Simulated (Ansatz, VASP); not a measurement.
**AgBi: VASP beside Ansatz**

```
Ag Bi
1.0
     0.00000    2.98020    2.98020
     2.98020    0.00000    2.98020
     2.98020    2.98020    0.00000
Ag Bi
1 1
Direct
  0.00000 0.00000 0.00000
  0.50000 0.50000 0.50000
```

Alike in both runs: functional PBE; k mesh 16 × 16 × 16; occupations gaussian, width 0.1 eV; no spin polarisation.

Ansatz relaxed the structure, and its values are those at the end. VASP's run is a single point on that final structure, the one shown.

```csv
,VASP,Ansatz
version,VASP 6.6.1,Ansatz 0.2.0
potentials or method,"VASP PAW PBE potentials, release 64 (Ag, Bi_d), cutoff 520 eV","scalar-relativistic, plane waves, PAW"
valence electrons in the cell,26,34
```

|  | VASP | Ansatz | Ansatz less VASP |
| --- | --- | --- | --- |
| gap on the k mesh at the Fermi level (eV) | none | none | - |
| pressure (GPa) | -0.1 | 0.0 | +0.05 |

A gap of «none» marks a metal or a gap that the smearing closes. VASP's potentials hold 26 valence electrons a cell and Ansatz's 34, so a difference there can come from the potentials and not from the codes.

Spin-orbit coupling is off throughout.
